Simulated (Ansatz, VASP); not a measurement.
# LiF: VASP beside Ansatz

Contents of INCAR:

```
SYSTEM = LiF
PREC     = Accurate       ! precision mode
ENCUT    = 520            ! plane-wave cutoff, eV
EDIFF    = 1E-8           ! SCF threshold, eV
ISMEAR   = -1             ! smearing method
SIGMA    = 0.03           ! smearing width, eV
LREAL    = .FALSE.        ! projectors in reciprocal space
LASPH    = .TRUE.         ! aspherical terms in the spheres
NELM     = 60             ! most SCF steps
ALGO     = Normal         ! electronic algorithm
ISIF     = 2              ! what is computed and relaxed
LWAVE    = .FALSE.        ! write WAVECAR
LCHARG   = .FALSE.        ! write CHGCAR
GGA      = PE             ! functional
LEFG     = .TRUE.       
NBANDS   = 12             ! bands
```

Contents of KPOINTS:

```
regular mesh
0
G
  14 14 14
  0 0 0
```

POSCAR

```
LiF
1.0
    0.0000000000      2.0340519226      2.0340519226
    2.0340519226      0.0000000000      2.0340519226
    2.0340519226      2.0340519226      0.0000000000
Li F
1 1
Direct
    0.0000000000      0.0000000000      0.0000000000
    0.5000000000      0.5000000000      0.5000000000
```

Input for Ansatz:

```yaml
crystal:
  lattice:
    - [0.0, 2.0340519226, 2.0340519226]
    - [2.0340519226, 0.0, 2.0340519226]
    - [2.0340519226, 2.0340519226, 0.0]
  atoms:
    - { symbol: Li, position: [0.0, 0.0, 0.0] }
    - { symbol: F, position: [0.5, 0.5, 0.5] }
kpoints:
  mp_grid: { grid: [14, 14, 14] }
  band_path:
    path:
      - [0.0, 0.0, 0.0]
      - [0.5, 0.0, 0.5]
      - [0.625, 0.25, 0.625]
      - [0.375, 0.375, 0.75]
      - [0.0, 0.0, 0.0]
      - [0.5, 0.5, 0.5]
      - [0.5, 0.25, 0.75]
      - [0.5, 0.0, 0.5]
    npoints: 8
scf:
  occupations: { method: fermi_dirac, width: 0.03 }
hamiltonian:
  xc: pbe
  pseudopotentials: { kind: all_electron, datasets: crystal }
output:
  forces: true
  stress: true
  eigenvalues: true
  efg: { contact_densities: true }
```

Alike in both runs: task electric field gradients; functional PBE; k mesh 14 × 14 × 14; occupations fermi-dirac, width 0.03 eV; no spin polarisation.

|  | VASP | Ansatz |
| --- | --- | --- |
| version | VASP 6.6.1 | Ansatz 0.2.0 |
| potentials or method | VASP PAW PBE potentials, release 64 (Li_sv, F), cutoff 520 eV | all-electron PAW with datasets made for the crystal, scalar-relativistic |

VASP gave:

| Property | Result |
| --- | --- |
| gap on the k mesh at the Fermi level (eV) | 8.83 |

What did Ansatz give for the same quantities?

gap on the k mesh at the Fermi level (eV): 8.81.

Ansatz ran all-electron here, and VASP with PAW potentials. Ansatz's warnings: band levels unverified.

Noted on VASP's run: the cutoff is short for stress, so the pressure is rough.
